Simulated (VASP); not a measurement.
# LiH in VASP: settings compared, part 2 of 2

VASP 6.6.1. Earlier steps stand in the parts before.

## Step 4: Single point, PBEsol

Input file INCAR:

```
  ALGO = Normal
  EDIFF = 1E-6
  ENCUT = 520
  GGA = PS
  ISIF = 2
  ISMEAR = -1
  LASPH = T
  LCHARG = F
  LREAL = F
  LWAVE = F
  NBANDS = 9
  NELM = 60
  PREC = Accurate
  SIGMA = 0.05
```

Input file KPOINTS:

```
k-points
0
Gamma
  9 9 9
```

Input file POSCAR:

```
LiH
1.0
   -0.0101837500      2.0367500000      2.0367500000
    2.0367500000     -0.0101837500      2.0367500000
    2.0265662500      2.0265662500      0.0000000000
Li H
1 1
Direct
    0.0000000000      0.0000000000      0.0000000000
    0.5000000000      0.5000000000      0.5000000000
```

Potentials or basis: VASP PAW PBE potentials, release 64 (Li_sv, H).

Started as:

```console
$ cat potpaw_PBE.64/Li_sv/POTCAR potpaw_PBE.64/H/POTCAR > POTCAR
$ mpirun -np 1 vasp_std > vasp.out
```

OUTCAR:

```text
EDIFF = 1E-6
   ENCUT = 520
   GGA = PS
   ISIF = 2
   ISMEAR = -1
   LASPH = T
   LREAL = F
   NELM = 60
   PREC = Accurate

 ion  position               nearest neighbor table
   1  0.000  0.000  0.000-
   2  0.500  0.500  0.500-

  LATTYP: Found a body centered orthorhombic cell.
 ALAT       =     2.8659974758
 B/A-ratio  =     1.0100502513
 C/A-ratio  =     1.4213201632

  Lattice vectors:

 A1 = (   0.0101837500,  -2.0367500000,  -2.0367500000)
 A2 = (  -0.0101837500,   2.0367500000,  -2.0367500000)
 A3 = (   2.0367500000,  -0.0101837500,   2.0367500000)

Analysis of symmetry for initial positions (statically):
=====================================================================
 Subroutine PRICEL returns:
 Original cell was already a primitive cell.

 Routine SETGRP: Setting up the symmetry group for a
 body centered orthorhombic supercell.

 Subroutine GETGRP returns: Found  8 space group operations
 (whereof  8 operations were pure point group operations)
 out of a pool of  8 trial point group operations.

The static configuration has the point symmetry D_2h.

Analysis of symmetry for dynamics (positions and initial velocities):
=====================================================================
 Subroutine PRICEL returns:
 Original cell was already a primitive cell.

 Routine SETGRP: Setting up the symmetry group for a
 body centered orthorhombic supercell.

 Subroutine GETGRP returns: Found  8 space group operations
 (whereof  8 operations were pure point group operations)
 out of a pool of  8 trial point group operations.

The dynamic configuration has the point symmetry D_2h.

 Subroutine INISYM returns: Found  8 space group operations
 (whereof  8 operations are pure point group operations),
 and found     1 'primitive' translations

----------------------------------------------------------------------------------------

                                     Primitive cell

  volume of cell :      16.8979

  direct lattice vectors                    reciprocal lattice vectors
    -0.010183750  2.036750000  2.036750000    -0.244267798  0.244267798  0.245489137
     2.036750000 -0.010183750  2.036750000     0.244267798 -0.244267798  0.245489137
     2.026566250  2.026566250  0.000000000     0.246722751  0.246722751 -0.245489137

  length of vectors
     2.880417476  2.880417476  2.865997476     0.423790551  0.423790551  0.426625302

  position of ions in fractional coordinates (direct lattice)
     0.000000000  0.000000000  0.000000000
     0.500000000  0.500000000  0.500000000

  ion indices of the primitive-cell ions
   primitive index   ion index
                 1           1
                 2           2

----------------------------------------------------------------------------------------

 KPOINTS: k-points

Automatic generation of k-mesh.
 Grid dimensions read from file:
 generate k-points for:    9    9    9

 Generating k-lattice:

  Cartesian coordinates                     Fractional coordinates (reciprocal lattice)
    -0.027140866  0.027140866  0.027276571     0.111111111  0.000000000  0.000000000
     0.027140866 -0.027140866  0.027276571     0.000000000  0.111111111  0.000000000
     0.027413639  0.027413639 -0.027276571    -0.000000000 -0.000000000  0.111111111

  Length of vectors
     0.047087839  0.047087839  0.047402811

  Shift w.r.t. Gamma in fractional coordinates (k-lattice)
     0.000000000  0.000000000  0.000000000

 Subroutine IBZKPT returns following result:
 ===========================================

 Found    125 irreducible k-points:

 Following reciprocal coordinates:
            Coordinates               Weight
  0.000000  0.000000  0.000000      1.000000
  0.111111  0.000000  0.000000      4.000000
  0.222222  0.000000  0.000000      4.000000
  0.333333  0.000000  0.000000      4.000000
  0.444444  0.000000  0.000000      4.000000
  0.111111  0.111111  0.000000      2.000000
[... 16 lines left out ...]
 -0.333333  0.333333  0.000000      2.000000
  0.444444  0.444444  0.000000      2.000000
 [... further k-points ...]
   k-points           NKPTS =    125   k-points in BZ     NKDIM =    125   number of bands    NBANDS=      9
   number of dos      NEDOS =    301   number of ions     NIONS =      2
   total plane-waves  NPLWV =  13824
   dimension x,y,z NGX =    24 NGY =   24 NGZ =   24
   dimension x,y,z NGXF=    48 NGYF=   48 NGZF=   48
   ions per type =               1   1
   NGX,Y,Z   is equivalent  to a cutoff of  13.85, 13.85, 13.92 a.u.
   NGXF,Y,Z  is equivalent  to a cutoff of  27.70, 27.70, 27.84 a.u.
 SYSTEM =  unknown system
   PREC   = accura    normal or accurate (medium, high low for compatibility)
   ISTART =      0    job   : 0-new  1-cont  2-samecut
   ICHARG =      2    charge: 1-file 2-atom 10-const
   ISPIN  =      1    spin polarized calculation?
   LNONCOLLINEAR =      F non collinear calculations
   LSORBIT =      F    spin-orbit coupling
   LASPH  =      T    aspherical Exc in radial PAW
   ENCUT  =  520.0 eV  38.22 Ry    6.18 a.u.   5.36  5.36  5.33*2*pi/ulx,y,z
   NELM   =     60;   NELMIN=  2; NELMDL= -5     # of ELM steps
   EDIFF  = 0.1E-05   stopping-criterion for ELM
   LREAL  =      F    real-space projection
   EDIFFG = 0.1E-04   stopping-criterion for IOM
   NSW    =      0    number of steps for IOM
   IBRION =     -1    ionic relax: 0-MD 1-quasi-New 2-CG
   NFREE  =      0    steps in history (QN), initial steepest desc. (CG)
   ISIF   =      2    stress and relaxation
   ISYM   =      2    0-nonsym 1-usesym 2-fastsym
   POTIM  = 0.5000    time-step for ionic-motion
   TEBEG  =    0.0;   TEEND  =   0.0 temperature during run
   PSTRESS=    0.0 pullay stress
   NELECT =       4.0000    total number of electrons
   NUPDOWN=      -1.0000    fix difference up-down
   EMIN   =  10.00;   EMAX   =-10.00  energy-range for DOS
   EFERMI =   0.00;   METHOD = LEGACY
   ISMEAR =    -1;   SIGMA  =   0.05  broadening in eV -4-tet -1-fermi 0-gaus
   EFERMI_NEDOS =   21; number of points for ismear=-14 and -15
   IALGO  =     38    algorithm
   IMIX   =      4    mixing-type and parameters
     AMIX     =   0.40;   BMIX     =  1.00
     AMIX_MAG =   1.60;   BMIX_MAG =  1.00
  volume/ion in A,a.u.               =       8.45        57.02
  Fermi-wavevector in a.u.,A,eV,Ry     =   1.012708  1.913740 13.953817  1.025577
  Thomas-Fermi vector in A             =   2.145833
   LORBIT       =      0    0 simple, 1 ext, 2 COOP (PROOUT), +10 PAW based schemes
   GGA     = PS    functional components
   LHFCALC =     F    Hartree Fock is set to
   AEXX    =    0.0000 exact exchange contribution
   IVDW    =     0    specifies the selected vdW correction
   LEPSILON=     F    determine dielectric tensor
   LRPA    =     F    only Hartree local field effects (RPA)
 non-spin polarized calculation
  energy-cutoff  :      520.00
  volume of cell :       16.90
 maximum number of plane-waves:       469
 NGX is ok and might be reduce to    24
   NGX = 11   NGY = 11   NGZ = 11

 number of electron       3.9999999 magnetization

 Free energy of the ion-electron system (eV)
  ---------------------------------------------------
  ext. energy  EPLUGINS =         0.00000000
  ---------------------------------------------------
  free energy    TOTEN  =        -6.11237051 eV

  energy without entropy =       -6.11237051  energy(sigma->0) =       -6.11237051

 E-fermi :   0.9217     XC(G=0):  -8.4568

 val. band max:       -0.1218703025   @ k =  -0.4444  -0.4444   0.1111
 cond. band min:       2.9378087691   @ k =  -0.4444   0.4444   0.0000
 fundamental gap:      3.0596790717
 Fermi energy:         0.9217264651

 k-point     1 :       0.0000    0.0000    0.0000
  band No.  band energies     occupation
      1     -43.8117      2.00000
      2      -5.4241      2.00000
      3      15.4173      0.00000
      4      17.0531      0.00000
      5      17.1877      0.00000
      6      17.3330      0.00000
      7      21.5325      0.00000
      8      21.7093      0.00000
      9      21.8813      0.00000
[... 265 lines left out ...]
 k-point    24 :       0.4444    0.4444    0.0000
  band No.  band energies     occupation
      1     -43.7592      2.00000
      2      -0.6722      2.00000
      3       3.5162      0.00000
      4      10.2790      0.00000
      5      10.5985      0.00000
      6      13.4407      0.00000
      7      16.4515      0.00000
      8      32.9715      0.00000
      9      33.2112      0.00000

 [... further k-points ...]

------------------------ aborting loop because EDIFF is reached ----------------------------------------

  FORCE on cell =-STRESS in cart. coord.  units (eV):
  Direction    XX          YY          ZZ          XY          YZ          ZX
  --------------------------------------------------------------------------------------
  -------------------------------------------------------------------------------------
  Total       -0.2590819     -0.2590819     -0.2597501      0.0472315      0.0000000      0.0000000
  in kB      -24.5649213    -24.5649213    -24.6282772      4.4782637      0.0000000      0.0000000
  external PRESSURE =     -24.5860399 kB  Pullay stress =       0.0000000 kB

 VOLUME and BASIS-vectors are now :
 -----------------------------------------------------------------------------
  energy-cutoff  :      520.00
  volume of cell :       16.90
      direct lattice vectors                 reciprocal lattice vectors
    -0.010183750  2.036750000  2.036750000    -0.244267798  0.244267798  0.245489137
     2.036750000 -0.010183750  2.036750000     0.244267798 -0.244267798  0.245489137
     2.026566250  2.026566250  0.000000000     0.246722751  0.246722751 -0.245489137

 POSITION                                       TOTAL-FORCE (eV/Angst)
 -----------------------------------------------------------------------------------
      0.00000      0.00000      0.00000         0.000000     -0.000000      0.000000
      2.02657      2.02657      2.03675        -0.000000      0.000000      0.000000
 -----------------------------------------------------------------------------------
    total drift:                                0.000000     -0.000000     -0.000000

  FREE ENERGIE OF THE ION-ELECTRON SYSTEM (eV)
  ---------------------------------------------------
  free  energy   TOTEN  =        -6.1123705070 eV

  energy  without entropy=       -6.1123705070  energy(sigma->0) =       -6.11237051
```

stdout:

```text
POSCAR found type information on POSCAR LiH
 POSCAR found :  2 types and       2 ions
 scaLAPACK will be used
 -----------------------------------------------------------------------------
|                                                                             |
|                                                                             |
|     You enforced a specific xc type in the INCAR file but a different       |
|     I HOPE YOU KNOW WHAT YOU ARE DOING!                                     |
|                                                                             |
 -----------------------------------------------------------------------------

 LDA part: xc-table for (Slater+PW92), standard interpolation
 POSCAR, INCAR and KPOINTS ok, starting setup
 FFT: planning ... GRIDC
 FFT: planning ... GRID_SOFT
 FFT: planning ... GRID
 WAVECAR not read
 entering main loop
```

Run time: 20 s. Hardware: 1 thread of Intel Xeon 8259CL, shared host; peak memory 0.14 GiB.

What came out:

```
Free energy            : -6.1124 eV
Band gap on the k mesh : 3.06 eV, indirect (the least direct gap lies 4.4 meV higher)
```

Levels at points of the mesh, in eV from the valence-band top:
```csv
k point,band 1,band 2,band 3,band 4,band 5,band 6,band 7
"(0.00, 0.00, 0.00)",-43.69,-5.30,15.54,17.18,17.31,17.45,21.65
```

Caveat: the cutoff is under 1.25 times the usual one of these potentials, so pressure, stress and relaxed cells hold a basis-set (Pulay) error; the PAW data sets were made with another functional, which shifts forces and pressure a little. A k mesh can miss the band edges.

## Step 5: Overview

```csv
level,cell,k mesh,gap on the mesh (eV)
PBEsol+D3(BJ),"a = 2.880 Å, angles 60.0°, 2 atoms",11 × 11 × 11,2.97
PBEsol,"a = 2.880, b = 2.880, c = 2.852 Å, angles 60.3, 60.3, 60.7°, 2 atoms",9 × 9 × 9,3.05
PBEsol,"a = 2.880, b = 2.880, c = 2.866 Å, angles 60.2, 60.2, 60.3°, 2 atoms",9 × 9 × 9,3.06
```

Alike in all rows: task single point; potentials or basis VASP PAW PBE potentials, release 64 (Li_sv, H); no spin polarisation; cutoff (eV) 520; smearing fermi-dirac 0.05 eV.

Caveats: the cutoff is under 1.25 times the usual one of these potentials, so pressure, stress and relaxed cells hold a basis-set (Pulay) error; the PAW data sets were made with another functional, which shifts forces and pressure a little; three body term missing (some runs).

Total energies depend on the potentials used, so only differences within one code and one set of settings carry meaning.
